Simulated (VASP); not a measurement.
The system is Ti.

```
Ti
1.0
     2.96954    0.00000    0.00000
    -1.48477    2.57169    0.00000
     0.00000    0.00000    4.71099
Ti
2
Direct
  0.66667 0.33333 0.75000
  0.33333 0.66667 0.25000
```

Base run:

```yaml
Program: VASP 6.6.1
Functional: revPBE
Dispersion: D3(BJ)
Potentials_or_basis: VASP PAW PBE potentials, release 64 (Ti_sv)
Cutoff: 520 eV
k_mesh: 10 × 10 × 6
Occupations: fermi-dirac, width 0.05 eV
Spin: no spin polarisation
```

Its results: band gap on the k mesh zero (band 12 reaches 8.82 eV, above the bottom of band 13 at 7.80 eV); pressure -11.6 GPa.

**Question.** The run is repeated on the same cell with these changes: functional from revPBE to PBEsol; further incar settings from ALGO = Normal; EDIFF = 1e-06; NBANDS = 19 to ALGO = Fast; EDIFF = 1e-06; NBANDS = 19. What comes out?

**Answer.** Band gap on the k mesh zero (band 12 reaches 8.60 eV, above the bottom of band 13 at 7.61 eV); pressure -13.1 GPa.

Caveats: the PAW data sets were made with another functional, which shifts forces and pressure a little; pairwise dispersion overbinds metals, which lowers pressure and volume.
